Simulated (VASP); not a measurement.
## Si2Ni (fluorite type): single point with PBE

Si2Ni (fluorite type):

```xyz
3
Lattice="0.0000 2.7221 2.7221 2.7221 0.0000 2.7221 2.7221 2.7221 0.0000" Properties=species:S:1:pos:R:3 pbc="T T T"
Ni    0.0000    0.0000    0.0000
Si    1.3611    1.3611    1.3611
Si    4.0832    4.0832    4.0832
```

```json
{"Program": "VASP 6.6.1", "Task": "single point", "Functional": "PBE", "Potentials or basis": "VASP PAW PBE potentials, release 64 (Ni, Si)", "Cutoff": "520 eV", "k mesh": "10 × 10 × 10", "Occupations": "fermi-dirac, width 0.05 eV", "Spin": "no spin polarisation", "Dipole correction": "no", "Further INCAR settings": "ALGO = Normal; EDIFF = 1e-06; NBANDS = 16"}
```

```json
{"Pressure": "-0.1 GPa", "Band gap on the k mesh": "zero (band 9 reaches 11.81 eV, above the bottom of band 10 at 9.67 eV)"}
```

Levels at points of the mesh, in eV from the Fermi level:
| k point | band 6 | band 7 | band 8 | band 9 | band 10 | band 11 | band 12 | band 13 |
| --- | --- | --- | --- | --- | --- | --- | --- | --- |
| (0.00, 0.00, 0.00) | -3.35 | -0.41 | 1.72 | 1.72 | 1.72 | 2.37 | 2.37 | 2.37 |
| (0.50, 0.00, 0.00) | -3.18 | -3.18 | -1.34 | -1.34 | 1.81 | 1.84 | 1.84 | 2.54 |
| (0.50, 0.50, 0.00) | -3.45 | -3.45 | -3.28 | -2.97 | -0.41 | 1.51 | 7.79 | 8.19 |

Run time: 30 s on 1 thread of Intel Xeon 6975P-C (shared host), peak memory 0.18 GiB.

Spin polarisation is off, so any magnetic state and its effect on volume and gap are missing.
